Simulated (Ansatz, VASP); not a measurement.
# Two plane-wave programs on NiO

```
Ni O
1.0
     0.00000    2.09131    2.09131
     2.09131    0.00000    2.09131
     2.09131    2.09131    0.00000
Ni O
1 1
Cartesian
  0.0000 0.0000 0.0000
  2.0913 2.0913 2.0913
```

Alike in both runs: task relaxation of cell and atoms; functional PBE; k mesh 8 × 8 × 8; occupations gaussian, width 0.1 eV; collinear spin.

|  | VASP | Ansatz |
| --- | --- | --- |
| version | VASP 6.6.1 | Ansatz 0.2.0 |
| potentials or method | VASP PAW PBE potentials, release 64 (Ni, O), cutoff 600 eV | scalar-relativistic, plane waves, PAW |
| valence electrons in the cell | 16 | 24 |

Ansatz gave:

- gap on the k mesh at the Fermi level, each at its own relaxed structure (eV): none
- net moment per atom (μB): 0.93
- size of the moment on the site where the two differ most (μB): 0.31
- relaxed volume (Å³/atom): 9.38
- relaxed length of the cell vector where the two differ most in proportion (Å): 2.982

Task: What did VASP give for the same quantities?

Result: gap on the k mesh at the Fermi level, each at its own relaxed structure (eV): none; net moment per atom (μB): 0.92; size of the moment on the site where the two differ most (μB): 0.29; relaxed volume (Å³/atom): 9.37; relaxed length of the cell vector where the two differ most in proportion (Å): 2.982.

Site moments also hang on the region over which each program counts them. A gap of «none» marks a metal or a gap that the smearing closes. VASP's potentials hold 16 valence electrons a cell and Ansatz's 24, so a difference there can come from the potentials and not from the codes.
